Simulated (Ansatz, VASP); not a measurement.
## Two plane-wave programs on Cu

```
Cu
1.0
    -1.44180    1.44180    1.36553
     1.44180   -1.44180    1.36553
     1.44180    1.44180   -1.36553
Cu
1
Direct
  0.00000 0.00000 0.00000
```

Alike in both runs: functional r2SCAN; dispersion rVV10; k mesh 20 × 20 × 20; occupations gaussian, width 0.1 eV; no spin polarisation.

Ansatz relaxed the structure, and its values are those at the end. VASP's run is a single point on that final structure, the one shown.

```csv
,VASP,Ansatz
version,VASP 6.6.1,Ansatz 0.2.0
potentials or method,"VASP PAW PBE potentials, release 64 (Cu), cutoff 520 eV","scalar-relativistic, plane waves, PAW"
valence electrons in the cell,11,19
```

Ansatz gave:

| Property | Result |
| --- | --- |
| gap on the k mesh at the Fermi level (eV) | none |
| pressure (GPa) | 0.0 |

Q: What did VASP give for the same quantities?

A: gap on the k mesh at the Fermi level (eV): none; pressure (GPa): 0.7.

VASP's potentials were made for PBE, not for r2SCAN. A gap of «none» marks a metal or a gap that the smearing closes. VASP's potentials hold 11 valence electrons a cell and Ansatz's 19, so a difference there can come from the potentials and not from the codes.
